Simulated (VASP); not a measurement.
Here is a VASP 6.6.1 calculation.

POSCAR

```
Pd
1.0
    0.0000000000      1.9334358480      1.9334358480
    1.9334358480      0.0000000000      1.9334358480
    1.9334358480      1.9334358480      0.0000000000
Pd
1
Direct
    0.0000000000      0.0000000000      0.0000000000
```

INCAR.step1

```
SYSTEM = Pd
PREC     = Accurate       ! precision mode
ENCUT    = 520            ! plane-wave cutoff, eV
ISMEAR   = -1             ! smearing method
SIGMA    = 0.05           ! smearing width, eV
LREAL    = .False.        ! projectors in reciprocal space
LASPH    = .True.         ! aspherical terms in the spheres
NELM     = 100            ! most SCF steps
NBANDS   = 11             ! bands
GGA      = PE             ! functional
ALGO     = Normal         ! electronic algorithm
EDIFF    = 1E-4           ! SCF threshold, eV
LWAVE    = .True.         ! write WAVECAR
LCHARG   = .False.        ! write CHGCAR
```

Contents of INCAR.step2:

```
SYSTEM = Pd
PREC     = Accurate       ! precision mode
ENCUT    = 520            ! plane-wave cutoff, eV
EDIFF    = 1E-6           ! SCF threshold, eV
ISMEAR   = -1             ! smearing method
SIGMA    = 0.05           ! smearing width, eV
LREAL    = .False.        ! projectors in reciprocal space
LASPH    = .True.         ! aspherical terms in the spheres
NELM     = 100            ! most SCF steps
ALGO     = Normal         ! electronic algorithm
ISIF     = 2              ! what is computed and relaxed
LWAVE    = .False.        ! write WAVECAR
LCHARG   = .True.         ! write CHGCAR
METAGGA  = R2SCAN         ! meta-GGA
LMIXTAU  = .True.       
IVDW     = 13             ! dispersion correction
VDW_S6   = 1.0          
VDW_S8   = 0.6018749    
VDW_A1   = 0.51559235   
VDW_A2   = 5.77342911   
LELF     = .True.         ! ELF
LVHAR    = .True.       
NBANDS   = 11             ! bands
ISTART   = 1
```

KPOINTS

```
Automatic mesh
0
Gamma
  12 12 12
  0 0 0
```

Potentials or basis: VASP PAW PBE potentials, release 64 (Pd).

Run with:

```sh
$ cat potpaw_PBE.64/Pd/POTCAR > POTCAR
$ cp INCAR.step1 INCAR
$ mpirun -np 1 vasp_std > vasp.out
$ cp INCAR.step2 INCAR
$ mpirun -np 1 vasp_std > vasp.out
```

(1) Predict the pressure.

(2) What does it give for the band gap on the k mesh?

(3) Predict the dispersion energy per atom.

Answers

(1) 5.5 GPa.

(2) zero (band 5 reaches 10.27 eV, above the bottom of band 6 at 8.53 eV).

(3) -0.172 eV.

Caveat: the PAW data sets were made with another functional, which shifts forces and pressure a little; pairwise dispersion overbinds metals, which lowers pressure and volume.
